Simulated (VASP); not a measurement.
Here is a VASP 6.6.1 calculation.

File INCAR:

```
PREC = Accurate
ENCUT = 600
EDIFF = 1E-6
ISMEAR = -1
SIGMA = 0.1
LREAL = False
LASPH = True
NELM = 120
ALGO = Normal
ISIF = 2
LWAVE = False
LCHARG = True
LELF = True
LVHAR = True
NBANDS = 11
GGA_COMPAT = False
```

File KPOINTS:

```
regular mesh
0
Gamma
  14 14 14
```

File POSCAR:

```
C
1.0
    0.0000000000      2.0835796532      3.2796542920
    1.2029317415      0.0000000000      3.2796542920
    1.2029317415      2.0835796532      0.0000000000
C
2
Direct
    0.1666666667      0.8333333333      0.1666666667
    0.8333333333      0.1666666667      0.8333333333
```

Potentials or basis: VASP PAW LDA potentials, release 64 (C).

The run is started by

```bash
$ cat potpaw_LDA.64/C/POTCAR > POTCAR
$ mpirun -np 1 vasp_std > vasp.out
```

Task: Predict the largest force.

Result: 0.026 eV/Å.

Task: What does it give for the pressure?

Result: 15.7 GPa.

Stress tensor (GPa, compression positive):
```
23.55  0.00  0.00
 0.00 23.32  0.00
 0.00  0.00  0.37
```

Caveat: the cell stands under pressure.
